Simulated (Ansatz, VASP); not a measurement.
**Hg in VASP and in Ansatz**

INCAR

```
SYSTEM = Hg
PREC = Accurate ; ENCUT = 520
EDIFF = 1E-7 ; ISMEAR = 0
SIGMA = 0.15 ; LREAL = .FALSE.
LASPH = .TRUE. ; NELM = 100
ALGO = Fast ; ISIF = 2
LWAVE = .FALSE. ; LCHARG = .TRUE.
GGA = PS ; IVDW = 12
LELF = .TRUE. ; LVHAR = .TRUE.
NBANDS = 19
```

KPOINTS

```
Automatic mesh
0
G
  18 18 10
  0 0 0
```

Contents of POSCAR:

```
Hg
1.0
    3.1945105809      0.0000000000      0.0000000000
   -1.5972552905      2.7665273158      0.0000000000
    0.0000000000      0.0000000000      5.2239831530
Hg
2
Direct
    0.6666666667      0.3333333333      0.7500000000
    0.3333333333      0.6666666667      0.2500000000
```

Input for Ansatz:

```yaml
crystal:
  lattice:
    - [3.1945105809, 0.0, 0.0]
    - [-1.5972552905, 2.7665273158, 0.0]
    - [0.0, 0.0, 5.223983153]
  atoms:
    - { symbol: Hg, position: [0.6666666667, 0.3333333333, 0.75] }
    - { symbol: Hg, position: [0.3333333333, 0.6666666667, 0.25] }
basis:
  ecutwfc: 420
kpoints:
  mp_grid: { grid: [18, 18, 10] }
hamiltonian:
  xc: pbesol
  dispersion: d3bj
scf:
  occupations: { method: gaussian, width: 0.15 }
output:
  forces: true
  stress: true
  eigenvalues: true
```

Alike in both runs: task single point; functional PBEsol; dispersion D3(BJ); k mesh 18 × 18 × 10; occupations gaussian, width 0.15 eV; no spin polarisation.

|  | VASP | Ansatz |
| --- | --- | --- |
| version | VASP 6.6.1 | Ansatz 0.2.0 |
| potentials or method | VASP PAW PBE potentials, release 64 (Hg), cutoff 520 eV | scalar-relativistic, plane waves, PAW |
| valence electrons in the cell | 24 | 40 |

```csv
,VASP,Ansatz,Ansatz less VASP
gap on the k mesh at the Fermi level (eV),none,none,-
pressure (GPa),-1.9,-2.3,-0.38
"traceless stress, the component that is largest in VASP (GPa)",-0.30,-0.29,+0.006
```

VASP's potentials were made for PBE, not for PBEsol. A gap of «none» marks a metal or a gap that the smearing closes. VASP's potentials hold 24 valence electrons a cell and Ansatz's 40, so a difference there can come from the potentials and not from the codes.

Neither program's run includes spin-orbit coupling.
